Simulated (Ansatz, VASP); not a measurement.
**Be2Se3 in VASP and in Ansatz**

```
Be Se
1.0
     3.70901    0.00044   -0.01943
     1.85363    3.28571   -0.04191
     0.16452    0.98136   17.13413
Be Se
4 6
Direct
  0.68851 0.92034 0.64558
  0.39530 0.91799 0.14549
  0.26210 0.28544 0.85532
  0.45158 0.28143 0.35526
  0.00213 0.27723 0.60618
  0.72636 0.27491 0.10613
  0.60709 0.59903 0.89377
  0.79152 0.59503 0.39377
  0.31719 0.94682 0.74933
  0.73757 0.94308 0.24918
```

Change from the starting cell: the structure that the rattled cell fell into.

Alike in both runs: functional PBE; k mesh 8 × 8 × 2; occupations gaussian, width 0.02 eV; no spin polarisation.

Ansatz relaxed the structure, and its values are those at the end. VASP's run is a single point on that final structure, the one shown.

|  | VASP | Ansatz |
| --- | --- | --- |
| version | VASP 6.6.1 | Ansatz 0.2.0 |
| potentials or method | VASP PAW PBE potentials, release 64 (Be, Se), cutoff 520 eV | scalar-relativistic, plane waves, PAW |
| valence electrons in the cell | 44 | 104 |

|  | VASP | Ansatz | Ansatz less VASP |
| --- | --- | --- | --- |
| gap on the k mesh at the Fermi level (eV) | 1.01 | 1.01 | -0.002 |
| least direct gap on the mesh (eV) | 1.40 | 1.40 | -0.003 |
| pressure (GPa) | 0.1 | 0.0 | -0.12 |
| rms of the force components (eV/Å) | 0.008 | 0.003 | -0.0045 |

VASP's potentials hold 44 valence electrons a cell and Ansatz's 104, so a difference there can come from the potentials and not from the codes.
